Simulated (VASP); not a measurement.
Input of a VASP 6.6.1 run:

INCAR

```
ALGO     = Normal         # electronic algorithm
EDIFF    = 1E-8           # SCF threshold, eV
ENCUT    = 520            # plane-wave cutoff, eV
ISIF     = 2              # what is computed and relaxed
ISMEAR   = -1             # smearing method
LASPH    = True           # aspherical terms in the spheres
LCHARG   = False          # write CHGCAR
LEFG     = True         
LREAL    = False          # projectors in reciprocal space
LWAVE    = False          # write WAVECAR
NBANDS   = 17             # bands
NELM     = 80             # most SCF steps
PREC     = Accurate       # precision mode
SIGMA    = 0.08           # smearing width, eV
```

Contents of KPOINTS:

```
k-points
0
Gamma
  10 10 5
```

File POSCAR:

```
Sr
1.0
    4.2810731731      0.0000000000      0.0000000000
   -2.1405365866      3.7075181234      0.0000000000
    0.0000000000      0.0000000000      7.0026831381
Sr
2
Direct
    0.3333333333      0.6666666667      0.2500000000
    0.6666666667      0.3333333333      0.7500000000
```

Potentials or basis: VASP PAW LDA potentials, release 64 (Sr_sv).

Command:

```console
$ cat potpaw_LDA.64/Sr_sv/POTCAR > POTCAR
$ mpirun -np 1 vasp_std > vasp.out
```

Question: What does it give for the band gap on the k mesh?

Answer: Zero (band 10 reaches 1.51 eV, above the bottom of band 11 at 1.39 eV).

Question: Estimate the pressure.

Answer: -1.4 GPa.

Electric field gradients, principal values (V/Å²):
| atom | least | middle | greatest (by size) |
| --- | --- | --- | --- |
| 1 Sr | 1.226 | 1.226 | -2.453 |
| 2 Sr | 1.226 | 1.226 | -2.453 |

Caveat: without QUAD_EFG the Cq values of the log hold for a quadrupole moment of 1 mb, not for the nuclei.
